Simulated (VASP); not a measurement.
# BN (P6_3mc) in VASP: a series of runs

The runs below take BN through single point, with PBE.

All numbers are computed with VASP 6.6.1; they aren't measurements. Logs are shortened: lines on timing, memory, paths and dates and some standing lists are left out, and cuts for length are marked.

## 1. The cell of the first run

The structure is hexagonal, space group P6_3mc (No. 186). The conventional cell has a = 2.171 Å, b = 2.171 Å, c = 4.227 Å, α = 90.00°, β = 90.00°, γ = 120.00°. B (site symmetry 3m) has 4 N at 1.36 to 1.58 Å within 1.8 Å. N (site symmetry 3m) has 4 B at 1.36 to 1.58 Å within 1.8 Å.

## 2. Single point, PBE (strain -0.1500 x Voigt [1, 1, 0, 0, 0, 0])

Input file INCAR:

```
ALGO = Normal
EDIFF = 1E-7
ENCUT = 520
GGA = PE
ISIF = 2
ISMEAR = 0
LASPH = T
LCHARG = T
LELF = T
LREAL = F
LVHAR = T
LWAVE = F
NBANDS = 16
NELM = 60
PREC = Accurate
SIGMA = 0.05
```

Input file KPOINTS:

```
k-points
0
Gamma
  12 12 6
```

Input file POSCAR:

```
BN
1.0
    2.1708486614      0.0000000000      0.0000000000
   -1.0854243307      1.8800100886      0.0000000000
    0.0000000000      0.0000000000      4.2268550000
B N
2 2
Direct
    0.6666666667      0.3333333333      0.9997240000
    0.3333333333      0.6666666667      0.4997240000
    0.6666666667      0.3333333333      0.6252760000
    0.3333333333      0.6666666667      0.1252760000
```

Potentials or basis: VASP PAW PBE potentials, release 64 (B, N).

Launch:

```bash
$ cat potpaw_PBE.64/B/POTCAR potpaw_PBE.64/N/POTCAR > POTCAR
$ mpirun -np 1 vasp_std > vasp.out
```

OUTCAR:

```text
EDIFF = 1E-7
   ENCUT = 520
   GGA = PE
   ISIF = 2
   ISMEAR = 0
   LASPH = T
   LREAL = F
   NELM = 60
   PREC = Accurate

 ion  position               nearest neighbor table
   1  0.667  0.333  1.000-   4 1.36   4 1.36   4 1.36   3 1.58
   2  0.333  0.667  0.500-   3 1.36   3 1.36   3 1.36   4 1.58
   3  0.667  0.333  0.625-   2 1.36   2 1.36   2 1.36   1 1.58
   4  0.333  0.667  0.125-   1 1.36   1 1.36   1 1.36   2 1.58

  LATTYP: Found a hexagonal cell.
 ALAT       =     2.1708486614
 C/A-ratio  =     1.9470979600

  Lattice vectors:

 A1 = (   2.1708486614,   0.0000000000,   0.0000000000)
 A2 = (  -1.0854243307,   1.8800100886,   0.0000000000)
 A3 = (   0.0000000000,   0.0000000000,   4.2268550000)

Analysis of symmetry for initial positions (statically):
=====================================================================
 Subroutine PRICEL returns:
 Original cell was already a primitive cell.

 Routine SETGRP: Setting up the symmetry group for a
 hexagonal supercell.

 Subroutine GETGRP returns: Found 12 space group operations
 (whereof  6 operations were pure point group operations)
 out of a pool of 24 trial point group operations.

The static configuration has the point symmetry C_3v.
 The point group associated with its full space group is C_6v.

Analysis of symmetry for dynamics (positions and initial velocities):
=====================================================================
 Subroutine PRICEL returns:
 Original cell was already a primitive cell.

 Routine SETGRP: Setting up the symmetry group for a
 hexagonal supercell.

 Subroutine GETGRP returns: Found 12 space group operations
 (whereof  6 operations were pure point group operations)
 out of a pool of 24 trial point group operations.

The dynamic configuration has the point symmetry C_3v.
 The point group associated with its full space group is C_6v.

 Subroutine INISYM returns: Found 12 space group operations
 (whereof  6 operations are pure point group operations),
 and found     1 'primitive' translations

----------------------------------------------------------------------------------------

                                     Primitive cell

  volume of cell :      17.2507

  direct lattice vectors                    reciprocal lattice vectors
     2.170848661  0.000000000  0.000000000     0.460649339  0.265956020  0.000000000
    -1.085424331  1.880010089  0.000000000     0.000000000  0.531912039  0.000000000
     0.000000000  0.000000000  4.226855000     0.000000000  0.000000000  0.236582518

  length of vectors
     2.170848661  2.170848661  4.226855000     0.531912039  0.531912039  0.236582518

  position of ions in fractional coordinates (direct lattice)
     0.666666667  0.333333333  0.999724000
     0.333333333  0.666666667  0.499724000
     0.666666667  0.333333333  0.625276000
     0.333333333  0.666666667  0.125276000

  ion indices of the primitive-cell ions
   primitive index   ion index
                 1           1
                 2           2
                 3           3
                 4           4

----------------------------------------------------------------------------------------

 KPOINTS: k-points

Automatic generation of k-mesh.
 Grid dimensions read from file:
 generate k-points for:   12   12    6

 Generating k-lattice:

  Cartesian coordinates                     Fractional coordinates (reciprocal lattice)
     0.038387445  0.022163002  0.000000000     0.083333333  0.000000000  0.000000000
     0.000000000  0.044326003  0.000000000     0.000000000  0.083333333  0.000000000
     0.000000000  0.000000000  0.039430420     0.000000000  0.000000000  0.166666667

  Length of vectors
     0.044326003  0.044326003  0.039430420

  Shift w.r.t. Gamma in fractional coordinates (k-lattice)
     0.000000000  0.000000000  0.000000000

 Subroutine IBZKPT returns following result:
 ===========================================

 Found     76 irreducible k-points:

 Following reciprocal coordinates:
            Coordinates               Weight
  0.000000  0.000000  0.000000      1.000000
  0.083333 -0.000000  0.000000      6.000000
  0.166667  0.000000  0.000000      6.000000
  0.250000  0.000000  0.000000      6.000000
  0.333333 -0.000000  0.000000      6.000000
  0.416667  0.000000  0.000000      6.000000
[... 16 lines left out ...]
  0.250000  0.000000  0.166667     12.000000
  0.333333 -0.000000  0.166667     12.000000
 [... further k-points ...]
   k-points           NKPTS =     76   k-points in BZ     NKDIM =     76   number of bands    NBANDS=     16
   number of dos      NEDOS =    301   number of ions     NIONS =      4
   total plane-waves  NPLWV =   8192
   dimension x,y,z NGX =    16 NGY =   16 NGZ =   32
   dimension x,y,z NGXF=    32 NGYF=   32 NGZF=   64
   ions per type =               2   2
   NGX,Y,Z   is equivalent  to a cutoff of  12.25, 12.25, 12.59 a.u.
   NGXF,Y,Z  is equivalent  to a cutoff of  24.51, 24.51, 25.17 a.u.
 SYSTEM =  unknown system
   PREC   = accura    normal or accurate (medium, high low for compatibility)
   ISTART =      0    job   : 0-new  1-cont  2-samecut
   ICHARG =      2    charge: 1-file 2-atom 10-const
   ISPIN  =      1    spin polarized calculation?
   LNONCOLLINEAR =      F non collinear calculations
   LSORBIT =      F    spin-orbit coupling
   LASPH  =      T    aspherical Exc in radial PAW
   ENCUT  =  520.0 eV  38.22 Ry    6.18 a.u.   4.04  4.04  7.86*2*pi/ulx,y,z
   NELM   =     60;   NELMIN=  2; NELMDL= -5     # of ELM steps
   EDIFF  = 0.1E-06   stopping-criterion for ELM
   LREAL  =      F    real-space projection
   EDIFFG = 0.1E-05   stopping-criterion for IOM
   NSW    =      0    number of steps for IOM
   IBRION =     -1    ionic relax: 0-MD 1-quasi-New 2-CG
   NFREE  =      0    steps in history (QN), initial steepest desc. (CG)
   ISIF   =      2    stress and relaxation
   ISYM   =      2    0-nonsym 1-usesym 2-fastsym
   POTIM  = 0.5000    time-step for ionic-motion
   TEBEG  =    0.0;   TEEND  =   0.0 temperature during run
   PSTRESS=    0.0 pullay stress
   NELECT =      16.0000    total number of electrons
   NUPDOWN=      -1.0000    fix difference up-down
   EMIN   =  10.00;   EMAX   =-10.00  energy-range for DOS
   EFERMI =   0.00;   METHOD = LEGACY
   ISMEAR =     0;   SIGMA  =   0.05  broadening in eV -4-tet -1-fermi 0-gaus
   EFERMI_NEDOS =   21; number of points for ismear=-14 and -15
   IALGO  =     38    algorithm
   IMIX   =      4    mixing-type and parameters
     AMIX     =   0.40;   BMIX     =  1.00
     AMIX_MAG =   1.60;   BMIX_MAG =  1.00
  volume/ion in A,a.u.               =       4.31        29.10
  Fermi-wavevector in a.u.,A,eV,Ry     =   1.596538  3.017018 34.680327  2.548932
  Thomas-Fermi vector in A             =   2.694285
   LORBIT       =      0    0 simple, 1 ext, 2 COOP (PROOUT), +10 PAW based schemes
   GGA     = PE    functional components
   LHFCALC =     F    Hartree Fock is set to
   AEXX    =    0.0000 exact exchange contribution
   IVDW    =     0    specifies the selected vdW correction
   LEPSILON=     F    determine dielectric tensor
   LRPA    =     F    only Hartree local field effects (RPA)
 non-spin polarized calculation
 Gauss-broadening in eV      SIGMA  =   0.05
  energy-cutoff  :      520.00
  volume of cell :       17.25
 maximum number of plane-waves:       475
   NGX =  9   NGY =  9   NGZ = 15

 number of electron      15.9999995 magnetization

 Free energy of the ion-electron system (eV)
  ---------------------------------------------------
  ext. energy  EPLUGINS =         0.00000000
  ---------------------------------------------------
  free energy    TOTEN  =       -29.46245078 eV

  energy without entropy =      -29.46245078  energy(sigma->0) =      -29.46245078

 E-fermi :  12.9137     XC(G=0): -14.4312

 val. band max:       12.6334545185   @ k =   0.0000   0.0000   0.0000
 cond. band min:      16.0053426762   @ k =   0.3333   0.3333   0.0000
 fundamental gap:      3.3718881577
 Fermi energy:        12.9137445065

 k-point     1 :       0.0000    0.0000    0.0000
  band No.  band energies     occupation
      1     -12.5841      2.00000
      2      -8.5680      2.00000
      3      -2.7804      2.00000
      4      10.1399      2.00000
      5      11.0462      2.00000
      6      11.0462      2.00000
[... 8 lines left out ...]
     15      30.3443      0.00000
     16      30.9858      0.00000

 k-point     2 :       0.0833   -0.0000    0.0000
  band No.  band energies     occupation
      1     -12.3714      2.00000
      2      -8.3797      2.00000
      3      -2.5644      2.00000
      4      10.0423      2.00000
      5      10.1344      2.00000
      6      10.5894      2.00000
[... 8 lines left out ...]
     15      30.7055      0.00000
     16      31.6088      0.00000

 k-point     3 :       0.1667    0.0000    0.0000
  band No.  band energies     occupation
      1     -11.7374      2.00000
      2      -7.8246      2.00000
      3      -1.9239      2.00000
      4       7.8003      2.00000
      5       9.3486      2.00000
      6       9.5444      2.00000
[... 8 lines left out ...]
     15      30.4088      0.00000
     16      32.7437      0.00000

 k-point     4 :       0.2500    0.0000    0.0000
  band No.  band energies     occupation
      1     -10.6938      2.00000
      2      -6.9399      2.00000
      3      -0.8947      2.00000
      4       4.9558      2.00000
      5       7.0363      2.00000
      6       8.4020      2.00000
[... 8 lines left out ...]
     15      31.4984      0.00000
     16      32.7646      0.00000
[... 324 lines left out ...]
 k-point    22 :       0.1667    0.0000    0.1667
  band No.  band energies     occupation
      1     -11.5771      2.00000
      2      -8.3335      2.00000
      3      -1.0989      2.00000
      4       7.8920      2.00000
      5       8.4954      2.00000
      6       9.6528      2.00000
[... 8 lines left out ...]
     15      30.8004      0.00000
     16      32.5665      0.00000

 k-point    23 :       0.2500    0.0000    0.1667
  band No.  band energies     occupation
      1     -10.5371      2.00000
      2      -7.4128      2.00000
      3      -0.1354      2.00000
      4       5.0829      2.00000
      5       6.7629      2.00000
      6       8.5178      2.00000
[... 8 lines left out ...]
     15      31.1233      0.00000
     16      32.7397      0.00000

 k-point    24 :       0.3333   -0.0000    0.1667
  band No.  band energies     occupation
      1      -9.1224      2.00000
      2      -6.2456      2.00000
      3       0.7886      2.00000
      4       2.6444      2.00000
      5       4.1859      2.00000
      6       7.5770      2.00000
[... 8 lines left out ...]
     15      32.1356      0.00000
     16      32.7350      0.00000

 [... further k-points ...]

------------------------ aborting loop because EDIFF is reached ----------------------------------------

  FORCE on cell =-STRESS in cart. coord.  units (eV):
  Direction    XX          YY          ZZ          XY          YZ          ZX
  --------------------------------------------------------------------------------------
  -------------------------------------------------------------------------------------
  Total       36.6892641     36.6892641      3.9393137      0.0000000      0.0000000      0.0000000
  in kB     3407.5521040   3407.5521042    365.8677032      0.0000000      0.0000000      0.0000000
  external PRESSURE =    2393.6573038 kB  Pullay stress =       0.0000000 kB

 VOLUME and BASIS-vectors are now :
 -----------------------------------------------------------------------------
  energy-cutoff  :      520.00
  volume of cell :       17.25
      direct lattice vectors                 reciprocal lattice vectors
     2.170848661  0.000000000  0.000000000     0.460649339  0.265956020  0.000000000
    -1.085424331  1.880010089  0.000000000     0.000000000  0.531912039  0.000000000
     0.000000000  0.000000000  4.226855000     0.000000000  0.000000000  0.236582518

 POSITION                                       TOTAL-FORCE (eV/Angst)
 -----------------------------------------------------------------------------------
      1.08542      0.62667      4.22569         0.000000     -0.000000     -2.609827
     -0.00000      1.25334      2.11226         0.000000      0.000000     -2.609827
      1.08542      0.62667      2.64295        -0.000000     -0.000000      2.609827
     -0.00000      1.25334      0.52952        -0.000000     -0.000000      2.609827
 -----------------------------------------------------------------------------------
    total drift:                               -0.000000     -0.000000      0.000236

  FREE ENERGIE OF THE ION-ELECTRON SYSTEM (eV)
  ---------------------------------------------------
  free  energy   TOTEN  =       -29.4624507825 eV

  energy  without entropy=      -29.4624507825  energy(sigma->0) =      -29.46245078
```

Wall time 9.9 s (1 thread of Intel Xeon 6975P-C (Granite Rapids), shared host); peak memory 0.13 GiB.

What came out:

```
Free energy            : -29.4625 eV
Pressure               : 239.4 GPa
Largest force          : 2.610 eV/Å
Band gap on the k mesh : 3.37 eV, indirect (least direct gap 3.77 eV)
```

Forces on the atoms (eV/Å):
```
B    0.000  0.000 -2.610
B    0.000  0.000 -2.610
N    0.000  0.000  2.610
N    0.000  0.000  2.610
```

Stress tensor (GPa, compression positive):
```
340.76   0.00   0.00
  0.00 340.76   0.00
  0.00   0.00  36.59
```

Levels at points of the mesh, in eV from the valence-band top:
```csv
k point,band 4,band 5,band 6,band 7,band 8,band 9,band 10,band 11,band 12,band 13
"(0.00, 0.00, 0.00)",-2.49,-1.59,-1.59,0.00,0.00,3.77,11.34,11.34,14.43,14.43
"(0.50, 0.00, 0.00)",-12.08,-8.99,-6.39,-5.99,-3.74,6.73,9.03,11.10,13.29,14.50
"(0.00, 0.00, 0.50)",-9.90,-0.85,-0.85,-0.85,-0.85,11.38,11.38,12.74,12.74,12.74
"(0.50, 0.00, 0.50)",-13.60,-6.10,-6.10,-4.99,-4.99,5.70,5.70,11.87,11.87,17.22
```

Caveat: the cell differs from its parent crystal (strain -0.1500 x Voigt [1, 1, 0, 0, 0, 0]); forces of over 1 eV/Å act on the atoms, so gaps and moduli don't describe the material at rest. A k mesh can miss the band edges.

(Part 1 of 3 ends here.)
